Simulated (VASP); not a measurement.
Set up this calculation in VASP 6.6.1, as the native input.

```
Task                   : single point
Functional             : LDA
Potentials or basis    : VASP PAW LDA potentials, release 64 (B, N)
Cutoff                 : 520 eV
k mesh                 : 6 × 6 × 6
Occupations            : gaussian, width 0.01 eV
Spin                   : no spin polarisation
Dipole correction      : no
Further INCAR settings : ALGO = Normal; EDIFF = 1e-07; NBANDS = 11
```

The structure of BN lies in POSCAR:

```
BN
1.0
    0.0000000000      1.8048254679      1.8048254679
    1.8048254679      0.0000000000      1.8048254679
    1.8048254679      1.8048254679      0.0000000000
B N
1 1
Direct
    0.0000000000      0.0000000000      0.0000000000
    0.2500000000      0.2500000000      0.2500000000
```

These files were run (other wordings do the same):

INCAR

```
SYSTEM = BN
ALGO = Normal
EDIFF = 1E-7
ENCUT = 520
GGA = CA
ISIF = 2
ISMEAR = 0
LASPH = .TRUE.
LCHARG = .FALSE.
LREAL = .FALSE.
LWAVE = .FALSE.
NBANDS = 11
NELM = 60
PREC = Accurate
SIGMA = 0.01
```

KPOINTS

```
k-points
0
G
  6 6 6
  0 0 0
```

Potentials or basis: VASP PAW LDA potentials, release 64 (B, N).

Launch:

```bash
$ cat potpaw_LDA.64/B/POTCAR potpaw_LDA.64/N/POTCAR > POTCAR
$ mpirun -np 1 vasp_std > vasp.out
```

Results of the run:

```
Pressure               : -8.4 GPa
Band gap on the k mesh : 4.35 eV, indirect (least direct gap 8.70 eV)
```

Caveat: the k points lie up to 0.50 Å⁻¹ apart.

Run time: 1.8 s on 1 thread of Intel(R) Xeon(R) Platinum 8488C (Sapphire Rapids), with other jobs on the host, peak memory 0.1 GiB.
